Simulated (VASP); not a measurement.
A run of VASP 6.6.1 is set up as follows.

Contents of INCAR:

```
SYSTEM = Hf
PREC = Accurate
ENCUT = 520
EDIFF = 1E-8
ISMEAR = -1
SIGMA = 0.05
LREAL = .False.
LASPH = .True.
NELM = 100
ALGO = Normal
ISIF = 2
LWAVE = .False.
LCHARG = .False.
GGA = PS
LEFG = .True.
NBANDS = 11
```

The input KPOINTS:

```
regular mesh
0
Gamma
  14 14 14
  0 0 0
```

File POSCAR:

```
Hf
1.0
   -1.8411000000      1.8411000000      1.8050000000
    1.8411000000     -1.8411000000      1.8050000000
    1.8411000000      1.8411000000     -1.8050000000
Hf
1
Direct
    0.0000000000      0.0000000000      0.0000000000
```

Potentials or basis: VASP PAW PBE potentials, release 64 (Hf_pv).

The run is started by

```console
$ cat potpaw_PBE.64/Hf_pv/POTCAR > POTCAR
$ mpirun -np 1 vasp_std > vasp.out
```

(1) What does it give for the pressure?

(2) Predict the band gap on the k mesh.

## Answers

(1) -12.1 GPa.

(2) zero (band 5 reaches 5.25 eV, above the bottom of band 6 at 3.17 eV).

Caveat: the cell differs from its parent crystal (equal xx and yy strain of +2 %); without QUAD_EFG the Cq values of the log hold for a quadrupole moment of 1 mb, not for the nuclei; the PAW data sets were made with another functional, which shifts forces and pressure a little; spin-orbit coupling is left out, which moves the levels of the heavy elements.
